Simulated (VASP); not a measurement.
# TiO2 (P4_2/nmc) in VASP: notebook

TiO2 is run at these levels: PBE; tasks: single point, relaxation of cell and atoms.

Program: VASP 6.6.1. These are calculated values, not measurements. Logs are shortened: lines on timing, memory, paths and dates and some standing lists are left out, and cuts for length are marked.

## Step 1: The cell of the first run

Symmetry: P4_2/nmc, No. 137, tetragonal system. Conventional cell: a = 3.392 Å, b = 3.392 Å, c = 5.311 Å, α = 90.00°, β = 90.00°, γ = 90.00°. Ti (site symmetry -4m2) has 8 O at 1.89 to 2.49 Å within 2.5 Å. Within 2.7 Å of O (site symmetry 2mm) lie 4 Ti at 1.89 to 2.49 Å and 6 O at 2.59 to 2.66 Å.

## Step 2: Single point, PBE

INCAR

```
ALGO = Normal
EDIFF = 1E-6
ENCUT = 520
GGA = PE
ISIF = 2
ISMEAR = 0
LASPH = T
LCHARG = T
LELF = T
LREAL = F
LVHAR = T
LWAVE = F
NBANDS = 33
NELM = 80
PREC = Accurate
SIGMA = 0.1
```

KPOINTS

```
k-points
0
Gamma
  6 6 4
```

POSCAR

```
TiO2
1.0
    3.3921521941      0.0000000000      0.0000000000
    0.0000000000      3.3921521941      0.0000000000
    0.0000000000      0.0000000000      5.3109500021
Ti O
2 4
Direct
    0.5000000000      0.5000000000      0.5000000000
    0.0000000000      0.0000000000      0.0000000000
    0.0000000000      0.5000000000      0.6579786725
    0.5000000000      0.0000000000      0.8420213275
    0.5000000000      0.0000000000      0.3420213275
    0.0000000000      0.5000000000      0.1579786725
```

Potentials or basis: VASP PAW PBE potentials, release 64 (Ti_sv, O).

The run is started by

```
$ cat potpaw_PBE.64/Ti_sv/POTCAR potpaw_PBE.64/O/POTCAR > POTCAR
$ mpirun -np 1 vasp_std > vasp.out
```

OUTCAR:

```text
EDIFF = 1E-6
   ENCUT = 520
   GGA = PE
   ISIF = 2
   ISMEAR = 0
   LASPH = T
   LREAL = F
   NELM = 80
   PREC = Accurate

 ion  position               nearest neighbor table
   1  0.500  0.500  0.500-   3 1.89   5 1.89   5 1.89   3 1.89
   2  0.000  0.000  0.000-   4 1.89   6 1.89   6 1.89   4 1.89
   3  0.000  0.500  0.658-   1 1.89   1 1.89
   4  0.500  0.000  0.842-   2 1.89   2 1.89
   5  0.500  0.000  0.342-   1 1.89   1 1.89
   6  0.000  0.500  0.158-   2 1.89   2 1.89

  LATTYP: Found a simple tetragonal cell.
 ALAT       =     3.3921521941
 C/A-ratio  =     1.5656579358

  Lattice vectors:

 A1 = (   3.3921521941,   0.0000000000,   0.0000000000)
 A2 = (   0.0000000000,   3.3921521941,   0.0000000000)
 A3 = (   0.0000000000,   0.0000000000,   5.3109500021)

Analysis of symmetry for initial positions (statically):
=====================================================================
 Subroutine PRICEL returns:
 Original cell was already a primitive cell.

 Routine SETGRP: Setting up the symmetry group for a
 simple tetragonal supercell.

 Subroutine GETGRP returns: Found 16 space group operations
 (whereof  8 operations were pure point group operations)
 out of a pool of 16 trial point group operations.

The static configuration has the point symmetry D_2d.
 The point group associated with its full space group is D_4h.

Analysis of symmetry for dynamics (positions and initial velocities):
=====================================================================
 Subroutine PRICEL returns:
 Original cell was already a primitive cell.

 Routine SETGRP: Setting up the symmetry group for a
 simple tetragonal supercell.

 Subroutine GETGRP returns: Found 16 space group operations
 (whereof  8 operations were pure point group operations)
 out of a pool of 16 trial point group operations.

The dynamic configuration has the point symmetry D_2d.
 The point group associated with its full space group is D_4h.

 Subroutine INISYM returns: Found 16 space group operations
 (whereof  8 operations are pure point group operations),
 and found     1 'primitive' translations

----------------------------------------------------------------------------------------

                                     Primitive cell

  volume of cell :      61.1115

  direct lattice vectors                    reciprocal lattice vectors
     3.392152194  0.000000000  0.000000000     0.294798094  0.000000000  0.000000000
     0.000000000  3.392152194  0.000000000     0.000000000  0.294798094  0.000000000
     0.000000000  0.000000000  5.310950002     0.000000000  0.000000000  0.188290230

  length of vectors
     3.392152194  3.392152194  5.310950002     0.294798094  0.294798094  0.188290230

  position of ions in fractional coordinates (direct lattice)
     0.500000000  0.500000000  0.500000000
     0.000000000  0.000000000  0.000000000
     0.000000000  0.500000000  0.657978673
     0.500000000  0.000000000  0.842021327
     0.500000000  0.000000000  0.342021327
     0.000000000  0.500000000  0.157978673

  ion indices of the primitive-cell ions
   primitive index   ion index
                 1           1
                 2           2
                 3           3
                 4           4
                 5           5
                 6           6

----------------------------------------------------------------------------------------

 KPOINTS: k-points

Automatic generation of k-mesh.
 Grid dimensions read from file:
 generate k-points for:    6    6    4

 Generating k-lattice:

  Cartesian coordinates                     Fractional coordinates (reciprocal lattice)
     0.049133016  0.000000000  0.000000000     0.166666667  0.000000000  0.000000000
     0.000000000  0.049133016  0.000000000     0.000000000  0.166666667  0.000000000
     0.000000000  0.000000000  0.047072558     0.000000000  0.000000000  0.250000000

  Length of vectors
     0.049133016  0.049133016  0.047072558

  Shift w.r.t. Gamma in fractional coordinates (k-lattice)
     0.000000000  0.000000000  0.000000000

 Subroutine IBZKPT returns following result:
 ===========================================

 Found     30 irreducible k-points:

 Following reciprocal coordinates:
            Coordinates               Weight
  0.000000  0.000000  0.000000      1.000000
  0.166667  0.000000  0.000000      4.000000
  0.333333  0.000000  0.000000      4.000000
  0.500000  0.000000  0.000000      2.000000
  0.166667  0.166667  0.000000      4.000000
  0.333333  0.166667  0.000000      8.000000
[... 16 lines left out ...]
  0.333333  0.000000  0.500000      4.000000
  0.500000  0.000000  0.500000      2.000000
 [... further k-points ...]
   k-points           NKPTS =     30   k-points in BZ     NKDIM =     30   number of bands    NBANDS=     33
   number of dos      NEDOS =    301   number of ions     NIONS =      6
   total plane-waves  NPLWV =  31360
   dimension x,y,z NGX =    28 NGY =   28 NGZ =   40
   dimension x,y,z NGXF=    56 NGYF=   56 NGZF=   80
   ions per type =               2   4
   NGX,Y,Z   is equivalent  to a cutoff of  13.72, 13.72, 12.52 a.u.
   NGXF,Y,Z  is equivalent  to a cutoff of  27.45, 27.45, 25.04 a.u.
 SYSTEM =  unknown system
   PREC   = accura    normal or accurate (medium, high low for compatibility)
   ISTART =      0    job   : 0-new  1-cont  2-samecut
   ICHARG =      2    charge: 1-file 2-atom 10-const
   ISPIN  =      1    spin polarized calculation?
   LNONCOLLINEAR =      F non collinear calculations
   LSORBIT =      F    spin-orbit coupling
   LASPH  =      T    aspherical Exc in radial PAW
   ENCUT  =  520.0 eV  38.22 Ry    6.18 a.u.   6.31  6.31  9.87*2*pi/ulx,y,z
   NELM   =     80;   NELMIN=  2; NELMDL= -5     # of ELM steps
   EDIFF  = 0.1E-05   stopping-criterion for ELM
   LREAL  =      F    real-space projection
   EDIFFG = 0.1E-04   stopping-criterion for IOM
   NSW    =      0    number of steps for IOM
   IBRION =     -1    ionic relax: 0-MD 1-quasi-New 2-CG
   NFREE  =      0    steps in history (QN), initial steepest desc. (CG)
   ISIF   =      2    stress and relaxation
   ISYM   =      2    0-nonsym 1-usesym 2-fastsym
   POTIM  = 0.5000    time-step for ionic-motion
   TEBEG  =    0.0;   TEEND  =   0.0 temperature during run
   PSTRESS=    0.0 pullay stress
   NELECT =      48.0000    total number of electrons
   NUPDOWN=      -1.0000    fix difference up-down
   EMIN   =  10.00;   EMAX   =-10.00  energy-range for DOS
   EFERMI =   0.00;   METHOD = LEGACY
   ISMEAR =     0;   SIGMA  =   0.10  broadening in eV -4-tet -1-fermi 0-gaus
   EFERMI_NEDOS =   21; number of points for ismear=-14 and -15
   IALGO  =     38    algorithm
   IMIX   =      4    mixing-type and parameters
     AMIX     =   0.40;   BMIX     =  1.00
     AMIX_MAG =   1.60;   BMIX_MAG =  1.00
  volume/ion in A,a.u.               =      10.19        68.73
  Fermi-wavevector in a.u.,A,eV,Ry     =   1.510478  2.854389 31.042271  2.281543
  Thomas-Fermi vector in A             =   2.620662
   LORBIT       =      0    0 simple, 1 ext, 2 COOP (PROOUT), +10 PAW based schemes
   GGA     = PE    functional components
   LHFCALC =     F    Hartree Fock is set to
   AEXX    =    0.0000 exact exchange contribution
   IVDW    =     0    specifies the selected vdW correction
   LEPSILON=     F    determine dielectric tensor
   LRPA    =     F    only Hartree local field effects (RPA)
 non-spin polarized calculation
 Gauss-broadening in eV      SIGMA  =   0.10
  energy-cutoff  :      520.00
  volume of cell :       61.11
 maximum number of plane-waves:      1676
 NGX is ok and might be reduce to    28
   NGX = 13   NGY = 13   NGZ = 19

 number of electron      47.9999997 magnetization

 Free energy of the ion-electron system (eV)
  ---------------------------------------------------
  ext. energy  EPLUGINS =         0.00000000
  ---------------------------------------------------
  free energy    TOTEN  =       -53.03015726 eV

  energy without entropy =      -53.03015726  energy(sigma->0) =      -53.03015726

 E-fermi :   5.5484     XC(G=0): -11.6146

 val. band max:        4.9352898372   @ k =   0.0000   0.0000   0.5000
 cond. band min:       7.4595961696   @ k =   0.0000   0.0000   0.0000
 fundamental gap:      2.5243063324
 Fermi energy:         5.5484022995

 k-point     1 :       0.0000    0.0000    0.0000
  band No.  band energies     occupation
      1     -51.5534      2.00000
      2     -51.5397      2.00000
      3     -27.9359      2.00000
      4     -27.7937      2.00000
      5     -27.7167      2.00000
      6     -27.7167      2.00000
[... 25 lines left out ...]
     32      11.1086      0.00000
     33      11.1086      0.00000

 k-point     2 :       0.1667    0.0000    0.0000
  band No.  band energies     occupation
      1     -51.5503      2.00000
      2     -51.5384      2.00000
      3     -27.9225      2.00000
      4     -27.8017      2.00000
      5     -27.7557      2.00000
      6     -27.7289      2.00000
[... 25 lines left out ...]
     32      10.5835      0.00000
     33      11.0367      0.00000

 k-point     3 :       0.3333    0.0000    0.0000
  band No.  band energies     occupation
      1     -51.5434      2.00000
      2     -51.5365      2.00000
      3     -27.8903      2.00000
      4     -27.8474      2.00000
      5     -27.8203      2.00000
      6     -27.8082      2.00000
[... 25 lines left out ...]
     32      10.4323      0.00000
     33      10.8143      0.00000

 k-point     4 :       0.5000    0.0000    0.0000
  band No.  band energies     occupation
      1     -51.5377      2.00000
      2     -51.5377      2.00000
      3     -27.8814      2.00000
      4     -27.8814      2.00000
      5     -27.8404      2.00000
      6     -27.8404      2.00000
[... 25 lines left out ...]
     32      10.4879      0.00000
     33      10.9867      0.00000

 k-point     5 :       0.1667    0.1667    0.0000
  band No.  band energies     occupation
      1     -51.5473      2.00000
      2     -51.5370      2.00000
      3     -27.9103      2.00000
      4     -27.8087      2.00000
      5     -27.7574      2.00000
      6     -27.7453      2.00000
[... 604 lines left out ...]
 k-point    22 :       0.1667    0.0000    0.5000
  band No.  band energies     occupation
      1     -51.5444      2.00000
      2     -51.5444      2.00000
      3     -27.8742      2.00000
      4     -27.8608      2.00000
      5     -27.7457      2.00000
      6     -27.7293      2.00000
[... 25 lines left out ...]
     32      11.0036      0.00000
     33      11.2409      0.00000

 k-point    23 :       0.3333    0.0000    0.5000
  band No.  band energies     occupation
      1     -51.5400      2.00000
      2     -51.5399      2.00000
      3     -27.9041      2.00000
      4     -27.8725      2.00000
      5     -27.8115      2.00000
      6     -27.7780      2.00000
[... 25 lines left out ...]
     32      10.9114      0.00000
     33      11.1276      0.00000

 k-point    24 :       0.5000    0.0000    0.5000
  band No.  band energies     occupation
      1     -51.5378      2.00000
      2     -51.5378      2.00000
      3     -27.9173      2.00000
      4     -27.9173      2.00000
      5     -27.8041      2.00000
      6     -27.8041      2.00000
[... 25 lines left out ...]
     32      10.6249      0.00000
     33      11.3055      0.00000

 [... further k-points ...]
[... 5 lines left out ...]
  --------------------------------------------------------------------------------------
  -------------------------------------------------------------------------------------
  Total        0.2466144      0.2466144      0.3178228      0.0000000      0.0000000      0.0000000
  in kB        6.4655606      6.4655606      8.3324497      0.0000000      0.0000000      0.0000000
  external PRESSURE =       7.0878570 kB  Pullay stress =       0.0000000 kB

 VOLUME and BASIS-vectors are now :
 -----------------------------------------------------------------------------
  energy-cutoff  :      520.00
  volume of cell :       61.11
      direct lattice vectors                 reciprocal lattice vectors
     3.392152194  0.000000000  0.000000000     0.294798094  0.000000000  0.000000000
     0.000000000  3.392152194  0.000000000     0.000000000  0.294798094  0.000000000
     0.000000000  0.000000000  5.310950002     0.000000000  0.000000000  0.188290230

 POSITION                                       TOTAL-FORCE (eV/Angst)
 -----------------------------------------------------------------------------------
      1.69608      1.69608      2.65548         0.000000     -0.000000      0.000000
      0.00000      0.00000      0.00000        -0.000000      0.000000      0.000000
      0.00000      1.69608      3.49449         0.000000      0.000000      0.056574
      1.69608      0.00000      4.47193        -0.000000      0.000000     -0.056574
      1.69608      0.00000      1.81646        -0.000000      0.000000     -0.056574
      0.00000      1.69608      0.83902         0.000000      0.000000      0.056574
 -----------------------------------------------------------------------------------
    total drift:                                0.000000      0.000000      0.000000

  FREE ENERGIE OF THE ION-ELECTRON SYSTEM (eV)
  ---------------------------------------------------
  free  energy   TOTEN  =       -53.0301572634 eV

  energy  without entropy=      -53.0301572634  energy(sigma->0) =      -53.03015726
```

Run time: 1.8 min. Hardware: 1 thread of Intel Xeon 8259CL, shared host; peak memory 0.2 GiB.

What came out:

```
Free energy            : -53.0302 eV
Pressure               : 0.7 GPa
Largest force          : 0.057 eV/Å
Band gap on the k mesh : 2.52 eV (least direct gap 2.54 eV)
```

Forces in eV/Å, atoms in the order of the input:
```
Ti   0.000  0.000  0.000
Ti   0.000  0.000  0.000
O    0.000  0.000  0.057
O    0.000  0.000 -0.057
O    0.000  0.000 -0.057
O    0.000  0.000  0.057
```

## Step 3: Single point, PBE

This run uses another cell than the first one, of 10.22 Å³/atom.

INCAR

```
SYSTEM = TiO2
ALGO = Normal
EDIFF = 1E-7
ENCUT = 520
GGA = PE
ISIF = 2
ISMEAR = 0
LASPH = .TRUE.
LCHARG = .FALSE.
LREAL = .FALSE.
LWAVE = .FALSE.
NBANDS = 33
NELM = 100
PREC = Accurate
SIGMA = 0.02
```

KPOINTS

```
k-points
0
G
  8 8 4
  0 0 0
```

POSCAR

```
TiO2
1.0
    3.3885226662      0.0000000000      0.0000000000
    0.0000000000      3.3885226662      0.0000000000
    0.0000000000      0.0000000000      5.3414561727
Ti O
2 4
Direct
    0.5000000000      0.5000000000      0.5000000000
    0.0000000000      0.0000000000      0.0000000000
    0.0000000000      0.5000000000      0.6568357983
    0.5000000000      0.0000000000      0.8431642017
    0.5000000000      0.0000000000      0.3431642017
    0.0000000000      0.5000000000      0.1568357983
```

Potentials or basis: VASP PAW PBE potentials, release 64 (Ti_sv, O).

The run is started by

```
$ cat potpaw_PBE.64/Ti_sv/POTCAR potpaw_PBE.64/O/POTCAR > POTCAR
$ mpirun -np 1 vasp_std > vasp.out
```

It took 2.8 min on 1 thread of Intel Xeon 8259CL, shared host; peak memory 0.22 GiB.

Results (log left out):

```yaml
Free_energy: -53.0297 eV
Pressure: 0.8 GPa
Largest_force: 0.063 eV/Å
Band_gap_on_the_k_mesh: 2.55 eV (least direct gap 2.57 eV)
```

Forces on the atoms (eV/Å):
```
Ti   0.000  0.000  0.000
Ti   0.000  0.000  0.000
O    0.000  0.000  0.063
O    0.000  0.000 -0.063
O    0.000  0.000 -0.063
O    0.000  0.000  0.063
```

Stress tensor (GPa, compression positive):
```
0.98 0.00 0.00
0.00 0.98 0.00
0.00 0.00 0.37
```

Levels at points of the mesh, in eV from the valence-band top:
| k point | band 20 | band 21 | band 22 | band 23 | band 24 | band 25 | band 26 | band 27 | band 28 | band 29 |
| --- | --- | --- | --- | --- | --- | --- | --- | --- | --- | --- |
| (0.00, 0.00, 0.00) | -2.17 | -2.13 | -0.49 | -0.02 | -0.02 | 2.55 | 2.91 | 3.39 | 4.71 | 5.18 |
| (0.50, 0.00, 0.00) | -2.08 | -1.23 | -1.23 | -0.40 | -0.40 | 2.91 | 2.91 | 3.81 | 3.81 | 3.84 |
| (0.50, 0.50, 0.00) | -1.66 | -0.98 | -0.98 | -0.55 | -0.55 | 2.73 | 2.73 | 3.26 | 3.26 | 3.80 |
| (0.00, 0.00, 0.50) | -2.41 | -1.57 | -1.57 | 0.00 | 0.00 | 2.73 | 2.73 | 3.90 | 3.90 | 5.41 |
| (0.50, 0.00, 0.50) | -1.80 | -1.77 | -1.77 | -0.57 | -0.57 | 2.78 | 2.78 | 3.54 | 3.54 | 3.80 |
| (0.50, 0.50, 0.50) | -1.93 | -1.93 | -1.93 | -0.38 | -0.38 | 3.09 | 3.09 | 3.61 | 3.61 | 3.61 |

[end of part 1 of 2]
